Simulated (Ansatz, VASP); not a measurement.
## Two plane-wave programs on Sr

Contents of INCAR:

```
PREC = Accurate
ENCUT = 520
EDIFF = 1E-8
ISMEAR = -1
SIGMA = 0.05
LREAL = False
LASPH = True
NELM = 60
ALGO = Normal
ISIF = 2
LWAVE = False
LCHARG = False
GGA = CA
LEFG = True
NBANDS = 17
```

KPOINTS

```
Automatic mesh
0
Gamma
  11 11 11
```

POSCAR

```
Sr
1.0
   -2.8100000000      2.8600000000      1.5250000000
    2.8100000000     -2.8600000000      1.5250000000
    2.8100000000      2.8600000000     -1.5250000000
Sr
2
Direct
    0.3975000000      0.1025000000      0.2050000000
    0.6025000000      0.8975000000      0.7950000000
```

Input for Ansatz:

```yaml
crystal:
  lattice:
    - [-2.81, 2.86, 1.525]
    - [2.81, -2.86, 1.525]
    - [2.81, 2.86, -1.525]
  atoms:
    - { symbol: Sr, position: [0.3975, 0.1025, 0.205] }
    - { symbol: Sr, position: [0.6025, 0.8975, 0.795] }
kpoints:
  mp_grid: { grid: [11, 11, 11] }
scf:
  occupations: { method: fermi_dirac, width: 0.05 }
hamiltonian:
  xc: lda
  pseudopotentials: { kind: paw }
output:
  forces: true
  stress: true
  eigenvalues: true
  efg: { contact_densities: true }
  populations: true
  write_density: true
  write_potential: true
  elf: true
  volumetric_format: npy
```

Change from the starting cell: shortest bond scaled by 0.82, PAW files.

Alike in both runs: task electric field gradients; functional LDA; k mesh 11 × 11 × 11; occupations fermi-dirac, width 0.05 eV; no spin polarisation.

|  | VASP | Ansatz |
| --- | --- | --- |
| version | VASP 6.6.1 | Ansatz 0.2.0 |
| potentials or method | VASP PAW LDA potentials, release 64 (Sr_sv) | PAW with Ansatz's default frozen-core files, scalar-relativistic |
| plane-wave cutoff (eV) | 520 | 420 |
| valence electrons in the cell | 20 | 20 |

```tsv
	VASP	Ansatz	Ansatz less VASP
pressure (GPa)	27.2	26.2	-0.98
traceless stress, the component that is largest in VASP (GPa)	16.68	15.62	-1.054
rms of the force components (eV/Å)	2.940	2.802	-0.1376
size of Vzz on the site where it differs most (V/Å²)	89.9	91.0	+1.10
```

LDA's correlation is that of Perdew and Zunger in VASP and of Perdew and Wang (1992) in Ansatz. Atom by atom the forces differ by 0.140 eV/Å (rms over components).
